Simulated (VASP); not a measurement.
A run of VASP 6.6.1 is set up as follows.

File POSCAR:

```
PbS
1.0
    3.6536590000      0.0000000000      0.0000000000
    0.0000000000      3.6536590000      0.0000000000
    0.0000000000      0.0000000000      3.6536590000
Pb S
1 1
Direct
    0.0000000000      0.0000000000      0.0000000000
    0.5000000000      0.5000000000      0.5000000000
```

File INCAR.step1:

```
SYSTEM = PbS
PREC     = Accurate       ! precision mode
ENCUT    = 520            ! plane-wave cutoff, eV
ISMEAR   = 0              ! smearing method
SIGMA    = 0.05           ! smearing width, eV
LREAL    = .FALSE.        ! projectors in reciprocal space
LASPH    = .TRUE.         ! aspherical terms in the spheres
NELM     = 150            ! most SCF steps
MAGMOM   = 0 0 0 0 0 0    ! initial moments
LSORBIT  = .TRUE.         ! spin-orbit coupling
GGA_COMPAT= .FALSE.      
NBANDS   = 32             ! bands
GGA      = PE             ! functional
ALGO     = Normal         ! electronic algorithm
EDIFF    = 1E-4           ! SCF threshold, eV
LWAVE    = .TRUE.         ! write WAVECAR
LCHARG   = .FALSE.        ! write CHGCAR
```

File INCAR.step2:

```
SYSTEM = PbS
PREC     = Accurate       ! precision mode
ENCUT    = 520            ! plane-wave cutoff, eV
EDIFF    = 1E-7           ! SCF threshold, eV
ISMEAR   = 0              ! smearing method
SIGMA    = 0.05           ! smearing width, eV
LREAL    = .FALSE.        ! projectors in reciprocal space
LASPH    = .TRUE.         ! aspherical terms in the spheres
NELM     = 150            ! most SCF steps
ALGO     = Normal         ! electronic algorithm
ISIF     = 2              ! what is computed and relaxed
LWAVE    = .FALSE.        ! write WAVECAR
LCHARG   = .FALSE.        ! write CHGCAR
MAGMOM   = 0 0 0 0 0 0    ! initial moments
LORBIT   = 11             ! projections on sites
LSORBIT  = .TRUE.         ! spin-orbit coupling
GGA_COMPAT= .FALSE.      
LORBMOM  = .TRUE.       
METAGGA  = R2SCAN         ! meta-GGA
LMIXTAU  = .TRUE.       
NBANDS   = 32             ! bands
ISTART   = 1
```

Contents of KPOINTS:

```
regular mesh
0
G
  6 6 6
  0 0 0
```

Potentials or basis: VASP PAW PBE potentials, release 64 (Pb_d, S).

Run with:

```bash
$ cat potpaw_PBE.64/Pb_d/POTCAR potpaw_PBE.64/S/POTCAR > POTCAR
$ cp INCAR.step1 INCAR
$ mpirun -np 1 vasp_ncl > vasp.out
$ cp INCAR.step2 INCAR
$ mpirun -np 1 vasp_ncl > vasp.out
```

Q: Estimate the net moment.

A: 0.00 μB per cell.

Q: Estimate the pressure.

A: -0.8 GPa.

Moments on the atoms (μB; x, y, z):
```
Pb  0.00 0.00 0.00
S   0.00 0.00 0.00
```

Caveat: the PAW data sets were made with another functional, which shifts forces and pressure a little.
